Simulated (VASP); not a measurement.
Wanted: the native input for a VASP 6.6.1 run.

| Property | Result |
| --- | --- |
| Task | single point |
| Functional | PBE |
| Potentials or basis | VASP PAW PBE potentials, release 64 (Be) |
| Cutoff | 520 eV |
| k mesh | 38 × 38 × 38 |
| Occupations | fermi-dirac, width 0.0612256 eV |
| Spin | no spin polarisation |
| Dipole correction | no |
| Further INCAR settings | ALGO = Normal; EDIFF = 1e-06; NBANDS = 9 |

The structure of Be lies in POSCAR:

```
Be
1.0
    0.0000000000      2.4490767033      2.4490767033
    2.4490767033      0.0000000000      2.4490767033
    2.4490767033      2.4490767033      0.0000000000
Be
2
Direct
    0.0000000000      0.0000000000      0.0000000000
    0.2500000000      0.2500000000      0.2500000000
```

This isn't the form of Be at room conditions, which is hcp.

These files were run (other wordings do the same):

INCAR

```
SYSTEM = Be
  PREC = Accurate
  ENCUT = 520
  EDIFF = 1E-6
  ISMEAR = -1
  SIGMA = 0.06122561905347299
  LREAL = .FALSE.
  LASPH = .TRUE.
  NELM = 100
  ALGO = Normal
  ISIF = 2
  LWAVE = .FALSE.
  LCHARG = .FALSE.
  GGA = PE
  NBANDS = 9
```

KPOINTS

```
Automatic mesh
0
G
  38 38 38
  0 0 0
```

Potentials or basis: VASP PAW PBE potentials, release 64 (Be).

Command:

```console
$ cat potpaw_PBE.64/Be/POTCAR > POTCAR
$ mpirun -np 1 vasp_std > vasp.out
```

It gave:

```
Pressure               : 0.0 GPa
Band gap on the k mesh : zero (bands 2 and 3 overlap by 6.24 eV)
```

Run time: 2.3 min on 1 thread of Intel(R) Xeon(R) 6975P-C (Granite Rapids), with other jobs on the host, peak memory 0.41 GiB.
